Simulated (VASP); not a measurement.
# Ge (Fd-3m) in VASP: a series of runs

The runs below take Ge through single point, with r2SCAN.

Program: VASP 6.6.1. These are calculated values, not measurements. Logs are shortened: lines on timing, memory, paths and dates and some standing lists are left out, and cuts for length are marked.

**1. The cell of the first run**

It takes space group Fd-3m (No. 227, cubic). Conventional cell: a = 5.672 Å, b = 5.672 Å, c = 5.672 Å, α = 90.00°, β = 90.00°, γ = 90.00°. Within 3.2 Å of Ge (site symmetry -43m) lie 4 Ge at 2.46 Å.

**2. Single point, r2SCAN**

File POSCAR:

```
Ge
1.0
    0.0000000000      2.8360149687      2.8360149687
    2.8360149687      0.0000000000      2.8360149687
    2.8360149687      2.8360149687      0.0000000000
Ge
2
Direct
    0.5000000000      0.5000000000      0.5000000000
    0.7500000000      0.7500000000      0.7500000000
```

File INCAR.step1:

```
PREC = Accurate ; ENCUT = 520
ISMEAR = -1 ; SIGMA = 1.0
LREAL = False ; LASPH = True
NELM = 100 ; NBANDS = 21
GGA = PE ; ALGO = Normal
EDIFF = 1E-4 ; LWAVE = True
LCHARG = False
```

File INCAR.step2:

```
PREC = Accurate ; ENCUT = 520
EDIFF = 1E-6 ; ISMEAR = -1
SIGMA = 1.0 ; LREAL = False
LASPH = True ; NELM = 100
ALGO = Normal ; ISIF = 2
LWAVE = False ; LCHARG = False
METAGGA = R2SCAN ; LMIXTAU = True
NBANDS = 21 ; ISTART = 1
```

File KPOINTS:

```
Automatic mesh
0
Gamma
  10 10 10
```

Potentials or basis: VASP PAW PBE potentials, release 64 (Ge_d).

The run is started by

```console
$ cat potpaw_PBE.64/Ge_d/POTCAR > POTCAR
$ cp INCAR.step1 INCAR
$ mpirun -np 1 vasp_std > vasp.out
$ cp INCAR.step2 INCAR
$ mpirun -np 1 vasp_std > vasp.out
```

OUTCAR:

```text
PREC = Accurate
   ENCUT = 520
   EDIFF = 1E-6
   ISMEAR = -1
   LREAL = False
   LASPH = True
   NELM = 100
   ISIF = 2
   METAGGA = R2SCAN
   ISTART = 1

 ion  position               nearest neighbor table
   1  0.500  0.500  0.500-   2 2.46   2 2.46   2 2.46   2 2.46
   2  0.750  0.750  0.750-   1 2.46   1 2.46   1 2.46   1 2.46

  LATTYP: Found a face centered cubic cell.
 ALAT       =     5.6720299374

  Lattice vectors:

 A1 = (   0.0000000000,   2.8360149687,   2.8360149687)
 A2 = (   2.8360149687,   0.0000000000,   2.8360149687)
 A3 = (   2.8360149687,   2.8360149687,   0.0000000000)

Analysis of symmetry for initial positions (statically):
=====================================================================
 Subroutine PRICEL returns:
 Original cell was already a primitive cell.

 Routine SETGRP: Setting up the symmetry group for a
 face centered cubic supercell.

 Subroutine GETGRP returns: Found 48 space group operations
 (whereof 24 operations were pure point group operations)
 out of a pool of 48 trial point group operations.

The static configuration has the point symmetry T_d .
 The point group associated with its full space group is O_h .

Analysis of symmetry for dynamics (positions and initial velocities):
=====================================================================
 Subroutine PRICEL returns:
 Original cell was already a primitive cell.

 Routine SETGRP: Setting up the symmetry group for a
 face centered cubic supercell.

 Subroutine GETGRP returns: Found 48 space group operations
 (whereof 24 operations were pure point group operations)
 out of a pool of 48 trial point group operations.

The dynamic configuration has the point symmetry T_d .
 The point group associated with its full space group is O_h .

 Subroutine INISYM returns: Found 48 space group operations
 (whereof 24 operations are pure point group operations),
 and found     1 'primitive' translations

----------------------------------------------------------------------------------------

                                     Primitive cell

  volume of cell :      45.6200

  direct lattice vectors                    reciprocal lattice vectors
     0.000000000  2.836014969  2.836014969    -0.176303724  0.176303724  0.176303724
     2.836014969  0.000000000  2.836014969     0.176303724 -0.176303724  0.176303724
     2.836014969  2.836014969  0.000000000     0.176303724  0.176303724 -0.176303724

  length of vectors
     4.010730832  4.010730832  4.010730832     0.305367007  0.305367007  0.305367007

  position of ions in fractional coordinates (direct lattice)
     0.500000000  0.500000000  0.500000000
     0.750000000  0.750000000  0.750000000

  ion indices of the primitive-cell ions
   primitive index   ion index
                 1           1
                 2           2

----------------------------------------------------------------------------------------

 KPOINTS: Automatic mesh

Automatic generation of k-mesh.
 Grid dimensions read from file:
 generate k-points for:   10   10   10

 Generating k-lattice:

  Cartesian coordinates                     Fractional coordinates (reciprocal lattice)
    -0.017630372  0.017630372  0.017630372     0.100000000  0.000000000  0.000000000
     0.017630372 -0.017630372  0.017630372     0.000000000  0.100000000  0.000000000
     0.017630372  0.017630372 -0.017630372     0.000000000  0.000000000  0.100000000

  Length of vectors
     0.030536701  0.030536701  0.030536701

  Shift w.r.t. Gamma in fractional coordinates (k-lattice)
     0.000000000  0.000000000  0.000000000

 Subroutine IBZKPT returns following result:
 ===========================================

 Found     47 irreducible k-points:

 Following reciprocal coordinates:
            Coordinates               Weight
  0.000000  0.000000  0.000000      1.000000
  0.100000  0.000000  0.000000      8.000000
  0.200000  0.000000  0.000000      8.000000
  0.300000  0.000000  0.000000      8.000000
  0.400000  0.000000  0.000000      8.000000
  0.500000  0.000000  0.000000      4.000000
[... 16 lines left out ...]
  0.300000  0.300000  0.000000      6.000000
  0.400000  0.300000  0.000000     24.000000
 [... further k-points ...]
   k-points           NKPTS =     47   k-points in BZ     NKDIM =     47   number of bands    NBANDS=     21
   number of dos      NEDOS =    301   number of ions     NIONS =      2
   total plane-waves  NPLWV =  27000
   dimension x,y,z NGX =    30 NGY =   30 NGZ =   30
   dimension x,y,z NGXF=    60 NGYF=   60 NGZF=   60
   ions per type =               2
   NGX,Y,Z   is equivalent  to a cutoff of  12.44, 12.44, 12.44 a.u.
   NGXF,Y,Z  is equivalent  to a cutoff of  24.87, 24.87, 24.87 a.u.
 SYSTEM =  unknown system
   PREC   = accura    normal or accurate (medium, high low for compatibility)
   ISTART =      1    job   : 0-new  1-cont  2-samecut
   ICHARG =      0    charge: 1-file 2-atom 10-const
   ISPIN  =      1    spin polarized calculation?
   LNONCOLLINEAR =      F non collinear calculations
   LSORBIT =      F    spin-orbit coupling
   LASPH  =      T    aspherical Exc in radial PAW
   ENCUT  =  520.0 eV  38.22 Ry    6.18 a.u.   7.46  7.46  7.46*2*pi/ulx,y,z
   NELM   =    100;   NELMIN=  2; NELMDL=  0     # of ELM steps
   EDIFF  = 0.1E-05   stopping-criterion for ELM
   LREAL  =      F    real-space projection
   EDIFFG = 0.1E-04   stopping-criterion for IOM
   NSW    =      0    number of steps for IOM
   IBRION =     -1    ionic relax: 0-MD 1-quasi-New 2-CG
   NFREE  =      0    steps in history (QN), initial steepest desc. (CG)
   ISIF   =      2    stress and relaxation
   ISYM   =      2    0-nonsym 1-usesym 2-fastsym
   POTIM  = 0.5000    time-step for ionic-motion
   TEBEG  =    0.0;   TEEND  =   0.0 temperature during run
   PSTRESS=    0.0 pullay stress
   NELECT =      28.0000    total number of electrons
   NUPDOWN=      -1.0000    fix difference up-down
   EMIN   =  10.00;   EMAX   =-10.00  energy-range for DOS
   EFERMI =   0.00;   METHOD = LEGACY
   ISMEAR =    -1;   SIGMA  =   1.00  broadening in eV -4-tet -1-fermi 0-gaus
   EFERMI_NEDOS =   21; number of points for ismear=-14 and -15
   IALGO  =     38    algorithm
   IMIX   =      4    mixing-type and parameters
     AMIX     =   0.40;   BMIX     =  1.00
     AMIX_MAG =   1.60;   BMIX_MAG =  1.00
  volume/ion in A,a.u.               =      22.81       153.93
  Fermi-wavevector in a.u.,A,eV,Ry     =   1.391262  2.629104 26.335580  1.935611
  Thomas-Fermi vector in A             =   2.515118
   LORBIT       =      0    0 simple, 1 ext, 2 COOP (PROOUT), +10 PAW based schemes
   METAGGA = R2SCAN    functional components
   LHFCALC =     F    Hartree Fock is set to
   AEXX    =    0.0000 exact exchange contribution
   IVDW    =     0    specifies the selected vdW correction
   LEPSILON=     F    determine dielectric tensor
   LRPA    =     F    only Hartree local field effects (RPA)
 non-spin polarized calculation
  energy-cutoff  :      520.00
  volume of cell :       45.62
 maximum number of plane-waves:      1244
 NGX is ok and might be reduce to    30
   NGX = 15   NGY = 15   NGZ = 15

 number of electron      28.0000016 magnetization

 Free energy of the ion-electron system (eV)
  ---------------------------------------------------
  ext. energy  EPLUGINS =         0.00000000
  ---------------------------------------------------
  free energy    TOTEN  =       -28.53770022 eV

  energy without entropy =      -26.30431374  energy(sigma->0) =      -27.42100698

 E-fermi :   4.7246     XC(G=0): -10.8176

 val. band max:        4.6497207718   @ k =   0.0000   0.0000   0.0000
 cond. band min:       4.9686695793   @ k =   0.0000   0.0000   0.0000
 fundamental gap:      0.3189488075
 Fermi energy:         4.7246390620

 k-point     1 :       0.0000    0.0000    0.0000
  band No.  band energies     occupation
      1     -20.8363      2.00000
      2     -20.8363      2.00000
      3     -20.8363      2.00000
      4     -20.7960      2.00000
      5     -20.7960      2.00000
      6     -20.5828      2.00000
[... 13 lines left out ...]
     20      14.6205      0.00010
     21      14.6205      0.00010

 k-point     2 :       0.1000    0.0000    0.0000
  band No.  band energies     occupation
      1     -20.8420      2.00000
      2     -20.8420      2.00000
      3     -20.8346      2.00000
      4     -20.7880      2.00000
      5     -20.7880      2.00000
      6     -20.5900      2.00000
[... 13 lines left out ...]
     20      13.9396      0.00020
     21      13.9396      0.00020

 k-point     3 :       0.2000    0.0000    0.0000
  band No.  band energies     occupation
      1     -20.8510      2.00000
      2     -20.8510      2.00000
      3     -20.8302      2.00000
      4     -20.7734      2.00000
      5     -20.7734      2.00000
      6     -20.6011      2.00000
[... 13 lines left out ...]
     20      13.4328      0.00033
     21      13.4328      0.00033

 k-point     4 :       0.3000    0.0000    0.0000
  band No.  band energies     occupation
      1     -20.8573      2.00000
      2     -20.8573      2.00000
      3     -20.8246      2.00000
      4     -20.7613      2.00000
      5     -20.7613      2.00000
      6     -20.6090      2.00000
[... 13 lines left out ...]
     20      13.8202      0.00022
     21      13.8202      0.00022

 k-point     5 :       0.4000    0.0000    0.0000
  band No.  band energies     occupation
      1     -20.8604      2.00000
      2     -20.8603      2.00000
      3     -20.8200      2.00000
      4     -20.7547      2.00000
      5     -20.7547      2.00000
      6     -20.6125      2.00000
[... 13 lines left out ...]
     20      15.1024      0.00006
     21      15.1025      0.00006

 k-point     6 :       0.5000    0.0000    0.0000
  band No.  band energies     occupation
      1     -20.8612      2.00000
      2     -20.8611      2.00000
      3     -20.8182      2.00000
      4     -20.7529      2.00000
      5     -20.7529      2.00000
      6     -20.6131      2.00000
[... 13 lines left out ...]
     20      16.4602      0.00002
     21      16.5333      0.00001

 k-point     7 :       0.1000    0.1000    0.0000
  band No.  band energies     occupation
      1     -20.8419      2.00000
      2     -20.8401      2.00000
      3     -20.8401      2.00000
      4     -20.7900      2.00000
      5     -20.7797      2.00000
      6     -20.6070      2.00000
[... 13 lines left out ...]
     20      12.9901      0.00051
     21      14.7984      0.00008
[... 291 lines left out ...]
      1     -20.8819      2.00000
      2     -20.8688      2.00000
      3     -20.7901      2.00000
      4     -20.7342      2.00000
      5     -20.7248      2.00000
      6     -20.6503      2.00000
[... 13 lines left out ...]
     20      14.5814      0.00010
     21      16.2013      0.00002

 k-point    21 :      -0.3000    0.2000    0.0000
  band No.  band energies     occupation
      1     -20.8766      2.00000
      2     -20.8693      2.00000
      3     -20.7935      2.00000
      4     -20.7507      2.00000
      5     -20.7255      2.00000
      6     -20.6441      2.00000
[... 13 lines left out ...]
     20      14.5714      0.00011
     21      16.7218      0.00001

 k-point    22 :      -0.2000    0.2000    0.0000
  band No.  band energies     occupation
      1     -20.8663      2.00000
      2     -20.8660      2.00000
      3     -20.8085      2.00000
      4     -20.7625      2.00000
      5     -20.7386      2.00000
      6     -20.6352      2.00000
[... 13 lines left out ...]
     20      15.1650      0.00006
     21      15.6928      0.00003

 k-point    23 :       0.3000    0.3000    0.0000
  band No.  band energies     occupation
      1     -20.8600      2.00000
      2     -20.8600      2.00000
      3     -20.8362      2.00000
      4     -20.7461      2.00000
      5     -20.7043      2.00000
      6     -20.6943      2.00000
[... 13 lines left out ...]
     20      16.2258      0.00002
     21      16.5622      0.00001

 k-point    24 :       0.4000    0.3000    0.0000
  band No.  band energies     occupation
      1     -20.8705      2.00000
      2     -20.8647      2.00000
      3     -20.8192      2.00000
      4     -20.7304      2.00000
      5     -20.7124      2.00000
      6     -20.6865      2.00000
[... 13 lines left out ...]
     20      16.9905      0.00001
     21      17.0175      0.00001

 [... further k-points ...]

------------------------ aborting loop because EDIFF is reached ----------------------------------------

  FORCE on cell =-STRESS in cart. coord.  units (eV):
  Direction    XX          YY          ZZ          XY          YZ          ZX
  --------------------------------------------------------------------------------------
  -------------------------------------------------------------------------------------
  Total        1.3169658      1.3169658      1.3169658      0.0000000      0.0000000      0.0000000
  in kB       46.2518933     46.2518933     46.2518933      0.0000000      0.0000000      0.0000000
  external PRESSURE =      46.2518933 kB  Pullay stress =       0.0000000 kB

 VOLUME and BASIS-vectors are now :
 -----------------------------------------------------------------------------
  energy-cutoff  :      520.00
  volume of cell :       45.62
      direct lattice vectors                 reciprocal lattice vectors
     0.000000000  2.836014969  2.836014969    -0.176303724  0.176303724  0.176303724
     2.836014969  0.000000000  2.836014969     0.176303724 -0.176303724  0.176303724
     2.836014969  2.836014969  0.000000000     0.176303724  0.176303724 -0.176303724

 POSITION                                       TOTAL-FORCE (eV/Angst)
 -----------------------------------------------------------------------------------
      2.83601      2.83601      2.83601         0.000000      0.000000      0.000000
      4.25402      4.25402      4.25402        -0.000000     -0.000000     -0.000000
 -----------------------------------------------------------------------------------
    total drift:                                0.000000     -0.000000     -0.000000

  FREE ENERGIE OF THE ION-ELECTRON SYSTEM (eV)
  ---------------------------------------------------
  free  energy   TOTEN  =       -28.5377002219 eV

  energy  without entropy=      -26.3043137385  energy(sigma->0) =      -27.42100698
```

Run time: 3.9 min. Hardware: 1 thread of Intel Xeon 8259CL, shared host; peak memory 0.19 GiB.

What came out:

- Free energy: -28.5377 eV
- Pressure: 4.6 GPa
- Band gap on the k mesh: 0.32 eV

Caveat: the cell stands under pressure; the PAW data sets were made with another functional, which shifts forces and pressure a little. A k mesh can miss the band edges.

**3. Single point, r2SCAN**

POSCAR is that of step 2.

File INCAR.step1:

```
PREC     = Accurate       # precision mode
ENCUT    = 520            # plane-wave cutoff, eV
ISMEAR   = 1              # smearing method
SIGMA    = 0.01           # smearing width, eV
LREAL    = F              # projectors in reciprocal space
LASPH    = T              # aspherical terms in the spheres
NELM     = 80             # most SCF steps
NBANDS   = 21             # bands
GGA      = PE             # functional
ALGO     = Normal         # electronic algorithm
EDIFF    = 1E-4           # SCF threshold, eV
LWAVE    = T              # write WAVECAR
LCHARG   = F              # write CHGCAR
```

File INCAR.step2:

```
PREC     = Accurate       # precision mode
ENCUT    = 520            # plane-wave cutoff, eV
EDIFF    = 1E-6           # SCF threshold, eV
ISMEAR   = 1              # smearing method
SIGMA    = 0.01           # smearing width, eV
LREAL    = F              # projectors in reciprocal space
LASPH    = T              # aspherical terms in the spheres
NELM     = 80             # most SCF steps
ALGO     = Normal         # electronic algorithm
ISIF     = 2              # what is computed and relaxed
LWAVE    = F              # write WAVECAR
LCHARG   = F              # write CHGCAR
METAGGA  = R2SCAN         # meta-GGA
LMIXTAU  = T            
NBANDS   = 21             # bands
ISTART   = 1
```

KPOINTS is that of step 2.

Potentials or basis: VASP PAW PBE potentials, release 64 (Ge_d).

The run is started by

```console
$ cat potpaw_PBE.64/Ge_d/POTCAR > POTCAR
$ cp INCAR.step1 INCAR
$ mpirun -np 1 vasp_std > vasp.out
$ cp INCAR.step2 INCAR
$ mpirun -np 1 vasp_std > vasp.out
```

It took 3.9 min on 1 thread of Intel Xeon 8259CL, shared host; peak memory 0.18 GiB.

The run converged. Its results:

```yaml
Free_energy: -27.7425 eV
Pressure: 0.1 GPa
Band_gap_on_the_k_mesh: 0.33 eV
```

Levels at points of the mesh, in eV from the valence-band top:
```csv
k point,band 12,band 13,band 14,band 15,band 16,band 17
"(0.00, 0.00, 0.00)",0.00,0.00,0.00,0.33,2.71,2.71
"(0.50, 0.00, 0.00)",-7.83,-1.47,-1.47,0.42,3.99,3.99
"(0.50, 0.50, 0.00)",-9.19,-3.20,-3.20,0.98,0.98,10.04
```

Caveat: the PAW data sets were made with another functional, which shifts forces and pressure a little.
